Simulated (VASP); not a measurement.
# ZnSe (Stilleite) (F-43m) in VASP: notebook

The runs below take ZnSe (Stilleite) through single point, with LDA.

Everything below comes from runs of VASP 6.6.1. Logs are shortened: lines on timing, memory, paths and dates and some standing lists are left out, and cuts for length are marked.

**1. The cell of the first run**

It takes space group F-43m (No. 216, cubic). Conventional cell: a = 5.668 Å, b = 5.668 Å, c = 5.668 Å, α = 90.00°, β = 90.00°, γ = 90.00°. Within 3.2 Å of Zn (site symmetry -43m) lie 4 Se at 2.45 Å. Se (site symmetry -43m) has 4 Zn at 2.45 Å within 3.2 Å.

**2. Single point, LDA**

INCAR

```
SYSTEM = ZnSe
ALGO = Normal
EDIFF = 1E-6
ENCUT = 520
GGA = CA
ISIF = 2
ISMEAR = 0
LASPH = .True.
LCHARG = .True.
LELF = .True.
LREAL = .False.
LVHAR = .True.
LWAVE = .False.
NBANDS = 16
NELM = 80
PREC = Accurate
SIGMA = 0.01
```

KPOINTS

```
k-points
0
Gamma
  5 5 5
  0 0 0
```

POSCAR

```
ZnSe
1.0
    0.0000000000      2.8338000000      2.8338000000
    2.8338000000      0.0000000000      2.8338000000
    2.8338000000      2.8338000000      0.0000000000
Zn Se
1 1
Direct
    0.0000000000      0.0000000000      0.0000000000
    0.2500000000      0.2500000000      0.2500000000
```

Potentials or basis: VASP PAW LDA potentials, release 64 (Zn, Se).

Started as:

```
cat potpaw_LDA.64/Zn/POTCAR potpaw_LDA.64/Se/POTCAR > POTCAR
mpirun -np 1 vasp_std > vasp.out
```

OUTCAR:

```text
SYSTEM = ZnSe
   EDIFF = 1E-6
   ENCUT = 520
   GGA = CA
   ISIF = 2
   ISMEAR = 0
   LASPH = .True.
   LREAL = .False.
   NELM = 80
   PREC = Accurate

 ion  position               nearest neighbor table
   1  0.000  0.000  0.000-   2 2.45   2 2.45   2 2.45   2 2.45
   2  0.250  0.250  0.250-   1 2.45   1 2.45   1 2.45   1 2.45

  LATTYP: Found a face centered cubic cell.
 ALAT       =     5.6676000000

  Lattice vectors:

 A1 = (   0.0000000000,   2.8338000000,   2.8338000000)
 A2 = (   2.8338000000,   0.0000000000,   2.8338000000)
 A3 = (   2.8338000000,   2.8338000000,   0.0000000000)

Analysis of symmetry for initial positions (statically):
=====================================================================
 Subroutine PRICEL returns:
 Original cell was already a primitive cell.

 Routine SETGRP: Setting up the symmetry group for a
 face centered cubic supercell.

 Subroutine GETGRP returns: Found 24 space group operations
 (whereof 24 operations were pure point group operations)
 out of a pool of 48 trial point group operations.

The static configuration has the point symmetry T_d .

Analysis of symmetry for dynamics (positions and initial velocities):
=====================================================================
 Subroutine PRICEL returns:
 Original cell was already a primitive cell.

 Routine SETGRP: Setting up the symmetry group for a
 face centered cubic supercell.

 Subroutine GETGRP returns: Found 24 space group operations
 (whereof 24 operations were pure point group operations)
 out of a pool of 48 trial point group operations.

The dynamic configuration has the point symmetry T_d .

 Subroutine INISYM returns: Found 24 space group operations
 (whereof 24 operations are pure point group operations),
 and found     1 'primitive' translations

----------------------------------------------------------------------------------------

                                     Primitive cell

  volume of cell :      45.5132

  direct lattice vectors                    reciprocal lattice vectors
     0.000000000  2.833800000  2.833800000    -0.176441527  0.176441527  0.176441527
     2.833800000  0.000000000  2.833800000     0.176441527 -0.176441527  0.176441527
     2.833800000  2.833800000  0.000000000     0.176441527  0.176441527 -0.176441527

  length of vectors
     4.007598393  4.007598393  4.007598393     0.305605690  0.305605690  0.305605690

  position of ions in fractional coordinates (direct lattice)
     0.000000000  0.000000000  0.000000000
     0.250000000  0.250000000  0.250000000

  ion indices of the primitive-cell ions
   primitive index   ion index
                 1           1
                 2           2

----------------------------------------------------------------------------------------

 KPOINTS: k-points

Automatic generation of k-mesh.
 Grid dimensions read from file:
 generate k-points for:    5    5    5

 Generating k-lattice:

  Cartesian coordinates                     Fractional coordinates (reciprocal lattice)
    -0.035288305  0.035288305  0.035288305     0.200000000  0.000000000  0.000000000
     0.035288305 -0.035288305  0.035288305     0.000000000  0.200000000  0.000000000
     0.035288305  0.035288305 -0.035288305     0.000000000  0.000000000  0.200000000

  Length of vectors
     0.061121138  0.061121138  0.061121138

  Shift w.r.t. Gamma in fractional coordinates (k-lattice)
     0.000000000  0.000000000  0.000000000

 Subroutine IBZKPT returns following result:
 ===========================================

 Found     10 irreducible k-points:

 Following reciprocal coordinates:
            Coordinates               Weight
  0.000000  0.000000  0.000000      1.000000
  0.200000  0.000000  0.000000      8.000000
  0.400000  0.000000  0.000000      8.000000
  0.200000  0.200000  0.000000      6.000000
  0.400000  0.200000  0.000000     24.000000
 -0.400000  0.200000  0.000000     24.000000
 -0.200000  0.200000  0.000000     12.000000
  0.400000  0.400000  0.000000      6.000000
 -0.400000  0.400000  0.000000     12.000000
 -0.400000  0.400000  0.200000     24.000000
   k-points           NKPTS =     10   k-points in BZ     NKDIM =     10   number of bands    NBANDS=     16
   number of dos      NEDOS =    301   number of ions     NIONS =      2
   total plane-waves  NPLWV =  27000
   dimension x,y,z NGX =    30 NGY =   30 NGZ =   30
   dimension x,y,z NGXF=    60 NGYF=   60 NGZF=   60
   ions per type =               1   1
   NGX,Y,Z   is equivalent  to a cutoff of  12.44, 12.44, 12.44 a.u.
   NGXF,Y,Z  is equivalent  to a cutoff of  24.89, 24.89, 24.89 a.u.
 SYSTEM =  ZnSe
   PREC   = accura    normal or accurate (medium, high low for compatibility)
   ISTART =      0    job   : 0-new  1-cont  2-samecut
   ICHARG =      2    charge: 1-file 2-atom 10-const
   ISPIN  =      1    spin polarized calculation?
   LNONCOLLINEAR =      F non collinear calculations
   LSORBIT =      F    spin-orbit coupling
   LASPH  =      T    aspherical Exc in radial PAW
   ENCUT  =  520.0 eV  38.22 Ry    6.18 a.u.   7.45  7.45  7.45*2*pi/ulx,y,z
   NELM   =     80;   NELMIN=  2; NELMDL= -5     # of ELM steps
   EDIFF  = 0.1E-05   stopping-criterion for ELM
   LREAL  =      F    real-space projection
   EDIFFG = 0.1E-04   stopping-criterion for IOM
   NSW    =      0    number of steps for IOM
   IBRION =     -1    ionic relax: 0-MD 1-quasi-New 2-CG
   NFREE  =      0    steps in history (QN), initial steepest desc. (CG)
   ISIF   =      2    stress and relaxation
   ISYM   =      2    0-nonsym 1-usesym 2-fastsym
   POTIM  = 0.5000    time-step for ionic-motion
   TEBEG  =    0.0;   TEEND  =   0.0 temperature during run
   PSTRESS=    0.0 pullay stress
   NELECT =      18.0000    total number of electrons
   NUPDOWN=      -1.0000    fix difference up-down
   EMIN   =  10.00;   EMAX   =-10.00  energy-range for DOS
   EFERMI =   0.00;   METHOD = LEGACY
   ISMEAR =     0;   SIGMA  =   0.01  broadening in eV -4-tet -1-fermi 0-gaus
   EFERMI_NEDOS =   21; number of points for ismear=-14 and -15
   IALGO  =     38    algorithm
   IMIX   =      4    mixing-type and parameters
     AMIX     =   0.40;   BMIX     =  1.00
     AMIX_MAG =   1.60;   BMIX_MAG =  1.00
  volume/ion in A,a.u.               =      22.76       153.57
  Fermi-wavevector in a.u.,A,eV,Ry     =   1.201673  2.270834 19.647073  1.444019
  Thomas-Fermi vector in A             =   2.337476
   LORBIT       =      0    0 simple, 1 ext, 2 COOP (PROOUT), +10 PAW based schemes
   GGA     = CA    functional components
   LHFCALC =     F    Hartree Fock is set to
   AEXX    =    0.0000 exact exchange contribution
   IVDW    =     0    specifies the selected vdW correction
   LEPSILON=     F    determine dielectric tensor
   LRPA    =     F    only Hartree local field effects (RPA)
 non-spin polarized calculation
 Gauss-broadening in eV      SIGMA  =   0.01
  energy-cutoff  :      520.00
  volume of cell :       45.51
 maximum number of plane-waves:      1244
 NGX is ok and might be reduce to    30
   NGX = 15   NGY = 15   NGZ = 15

 number of electron      18.0000011 magnetization

 Free energy of the ion-electron system (eV)
  ---------------------------------------------------
  ext. energy  EPLUGINS =         0.00000000
  ---------------------------------------------------
  free energy    TOTEN  =        -7.32976492 eV

  energy without entropy =       -7.32976492  energy(sigma->0) =       -7.32976492

 E-fermi :   1.5889     XC(G=0):  -9.6961

 val. band max:        1.5190458706   @ k =   0.0000   0.0000   0.0000
 cond. band min:       2.5805185941   @ k =   0.0000   0.0000   0.0000
 fundamental gap:      1.0614727236
 Fermi energy:         1.5888803162

 k-point     1 :       0.0000    0.0000    0.0000
  band No.  band energies     occupation
      1     -11.7695      2.00000
      2      -5.1691      2.00000
      3      -5.1691      2.00000
      4      -5.1691      2.00000
      5      -4.8111      2.00000
      6      -4.8111      2.00000
[... 8 lines left out ...]
     15      12.9867      0.00000
     16      12.9867      0.00000

 k-point     2 :       0.2000    0.0000    0.0000
  band No.  band energies     occupation
      1     -11.5232      2.00000
      2      -5.1390      2.00000
      3      -5.1337      2.00000
      4      -5.1337      2.00000
      5      -4.8127      2.00000
      6      -4.8127      2.00000
[... 8 lines left out ...]
     15      11.8336      0.00000
     16      12.2178      0.00000

 k-point     3 :       0.4000    0.0000    0.0000
  band No.  band energies     occupation
      1     -11.0625      2.00000
      2      -5.0893      2.00000
      3      -5.0893      2.00000
      4      -4.8495      2.00000
      5      -4.7983      2.00000
      6      -4.7983      2.00000
[... 8 lines left out ...]
     15      13.3488      0.00000
     16      13.3488      0.00000

 k-point     4 :       0.2000    0.2000    0.0000
  band No.  band energies     occupation
      1     -11.4407      2.00000
      2      -5.1800      2.00000
      3      -5.0968      2.00000
      4      -5.0968      2.00000
      5      -4.8341      2.00000
      6      -4.7946      2.00000
[... 8 lines left out ...]
     15      13.5511      0.00000
     16      13.9866      0.00000

 k-point     5 :       0.4000    0.2000    0.0000
  band No.  band energies     occupation
      1     -11.0420      2.00000
      2      -5.1094      2.00000
      3      -5.0377      2.00000
      4      -4.9847      2.00000
      5      -4.7919      2.00000
      6      -4.7838      2.00000
[... 8 lines left out ...]
     15      14.3757      0.00000
     16      14.4832      0.00000

 k-point     6 :      -0.4000    0.2000    0.0000
  band No.  band energies     occupation
      1     -10.8683      2.00000
      2      -5.0746      2.00000
      3      -5.0360      2.00000
      4      -4.8372      2.00000
      5      -4.8029      2.00000
      6      -4.6275      2.00000
[... 8 lines left out ...]
     15      12.9325      0.00000
     16      14.4492      0.00000

 k-point     7 :      -0.2000    0.2000    0.0000
  band No.  band energies     occupation
      1     -11.1968      2.00000
      2      -5.0898      2.00000
      3      -5.0867      2.00000
      4      -5.0414      2.00000
      5      -4.8271      2.00000
      6      -4.7856      2.00000
[... 8 lines left out ...]
     15      13.3514      0.00000
     16      14.4950      0.00000

 k-point     8 :       0.4000    0.4000    0.0000
  band No.  band energies     occupation
      1     -10.8233      2.00000
      2      -5.1415      2.00000
      3      -4.9518      2.00000
      4      -4.9518      2.00000
      5      -4.7680      2.00000
      6      -4.7352      2.00000
[... 8 lines left out ...]
     15      15.0345      0.00000
     16      16.7791      0.00000

 k-point     9 :      -0.4000    0.4000    0.0000
  band No.  band energies     occupation
      1     -10.7112      2.00000
      2      -5.0906      2.00000
      3      -4.9504      2.00000
      4      -4.9028      2.00000
      5      -4.7820      2.00000
      6      -4.5567      2.00000
[... 8 lines left out ...]
     15      14.0011      0.00000
     16      16.3414      0.00000

 k-point    10 :      -0.4000    0.4000    0.2000
  band No.  band energies     occupation
      1     -10.7749      2.00000
      2      -5.0586      2.00000
      3      -5.0021      2.00000
      4      -4.8793      2.00000
      5      -4.8026      2.00000
      6      -4.6098      2.00000
[... 8 lines left out ...]
     15      13.9825      0.00000
     16      16.4931      0.00000

------------------------ aborting loop because EDIFF is reached ----------------------------------------

  FORCE on cell =-STRESS in cart. coord.  units (eV):
  Direction    XX          YY          ZZ          XY          YZ          ZX
  --------------------------------------------------------------------------------------
  -------------------------------------------------------------------------------------
  Total       -0.8536782     -0.8536782     -0.8536782     -0.0000000      0.0000000     -0.0000000
  in kB      -30.0515726    -30.0515726    -30.0515726     -0.0000000      0.0000000     -0.0000000
  external PRESSURE =     -30.0515726 kB  Pullay stress =       0.0000000 kB

 VOLUME and BASIS-vectors are now :
 -----------------------------------------------------------------------------
  energy-cutoff  :      520.00
  volume of cell :       45.51
      direct lattice vectors                 reciprocal lattice vectors
     0.000000000  2.833800000  2.833800000    -0.176441527  0.176441527  0.176441527
     2.833800000  0.000000000  2.833800000     0.176441527 -0.176441527  0.176441527
     2.833800000  2.833800000  0.000000000     0.176441527  0.176441527 -0.176441527

 POSITION                                       TOTAL-FORCE (eV/Angst)
 -----------------------------------------------------------------------------------
      0.00000      0.00000      0.00000         0.000000      0.000000      0.000000
      1.41690      1.41690      1.41690        -0.000000     -0.000000     -0.000000
 -----------------------------------------------------------------------------------
    total drift:                               -0.000001     -0.000001     -0.000001

  FREE ENERGIE OF THE ION-ELECTRON SYSTEM (eV)
  ---------------------------------------------------
  free  energy   TOTEN  =        -7.3297649211 eV

  energy  without entropy=       -7.3297649211  energy(sigma->0) =       -7.32976492
```

It took 4.2 s on 1 thread of Intel Xeon 6975P-C (Granite Rapids), shared host; peak memory 0.14 GiB.

Results:

```yaml
Free_energy: -7.3298 eV
Pressure: -3.0 GPa
Band_gap_on_the_k_mesh: 1.06 eV, direct
```

LDA gaps usually lie below the measured ones, often by a third to a half.

**3. Single point, LDA**

This run uses another cell than the first one, of 23.21 Å³/atom, 1.020 times its volume.

INCAR

```
SYSTEM = ZnSe
  PREC = Accurate
  ENCUT = 520
  EDIFF = 1E-6
  ISMEAR = 0
  SIGMA = 0.01
  LREAL = .False.
  LASPH = .True.
  NELM = 100
  ALGO = Normal
  ISIF = 2
  LWAVE = .False.
  LCHARG = .True.
  GGA = CA
  LELF = .True.
  LVHAR = .True.
  NBANDS = 16
```

KPOINTS

```
regular mesh
0
Gamma
  5 5 5
  0 0 0
```

POSCAR

```
ZnSe
1.0
    0.0000000000      2.8525674344      2.8525674344
    2.8525674344      0.0000000000      2.8525674344
    2.8525674344      2.8525674344      0.0000000000
Zn Se
1 1
Direct
    0.0000000000      0.0000000000      0.0000000000
    0.2500000000      0.2500000000      0.2500000000
```

Potentials or basis: VASP PAW LDA potentials, release 64 (Zn, Se).

Started as:

```
cat potpaw_LDA.64/Zn/POTCAR potpaw_LDA.64/Se/POTCAR > POTCAR
mpirun -np 1 vasp_std > vasp.out
```

Wall time 4.5 s (1 thread of Intel Xeon 6975P-C (Granite Rapids), shared host); peak memory 0.14 GiB.

It converged, with:

- Free energy: -7.3096 eV
- Pressure: -4.1 GPa
- Band gap on the k mesh: 0.98 eV, direct

Levels at points of the mesh, in eV from the valence-band top:
| k point | band 6 | band 7 | band 8 | band 9 | band 10 | band 11 | band 12 | band 13 |
| --- | --- | --- | --- | --- | --- | --- | --- | --- |
| (0.00, 0.00, 0.00) | -6.28 | 0.00 | 0.00 | 0.00 | 0.98 | 5.70 | 5.70 | 5.70 |
